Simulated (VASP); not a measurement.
Write the native input for VASP 6.6.1 that does the following.

```
Task                   : single point
Functional             : PBE
Potentials or basis    : VASP PAW PBE potentials, release 64 (Cu, O)
Cutoff                 : 520 eV
k mesh                 : 10 × 10 × 5
Occupations            : fermi-dirac, width 0.05 eV
Spin                   : no spin polarisation
Dipole correction      : no
Further INCAR settings : ALGO = Normal; EDIFF = 1e-07; NBANDS = 25
```

The structure of CuO lies in POSCAR:

```
CuO
1.0
    2.3289136198     -1.7019003246      0.0000000000
    2.3289136198      1.7019003246      0.0000000000
   -0.8547786486      0.0000000000      5.0254794206
Cu O
2 2
Direct
    0.4968000000      0.0032000000      0.5000000000
    0.0032000000      0.4968000000      0.0000000000
    0.4056000000      0.5714000000      0.7537000000
    0.5714000000      0.4056000000      0.2537000000
```

The input as run:

INCAR

```
SYSTEM = CuO
ALGO = Normal ; EDIFF = 1E-7
ENCUT = 520 ; GGA = PE
ISIF = 2 ; ISMEAR = -1
LASPH = .TRUE. ; LCHARG = .FALSE.
LREAL = .FALSE. ; LWAVE = .FALSE.
NBANDS = 25 ; NELM = 60
PREC = Accurate ; SIGMA = 0.05
```

KPOINTS

```
k-points
0
G
  10 10 5
  0 0 0
```

Potentials or basis: VASP PAW PBE potentials, release 64 (Cu, O).

The run is started by

```bash
$ cat potpaw_PBE.64/Cu/POTCAR potpaw_PBE.64/O/POTCAR > POTCAR
$ mpirun -np 1 vasp_std > vasp.out
```

Results of the run:

```json
{
 "Pressure": "10.4 GPa",
 "Largest force": "0.853 eV/Å",
 "Band gap on the k mesh": "zero (bands 17 and 18 overlap by 0.60 eV)"
}
```

Caveat: the cell stands under pressure; semilocal functionals often make such compounds metallic where correlation or magnetic order opens a gap, which also shifts bond lengths.

Run time: 120 s on 1 thread of Intel(R) Xeon(R) Platinum 8259CL CPU @ 2.50GHz (Skylake/Cascade Lake), on a shared host, peak memory 0.24 GiB.
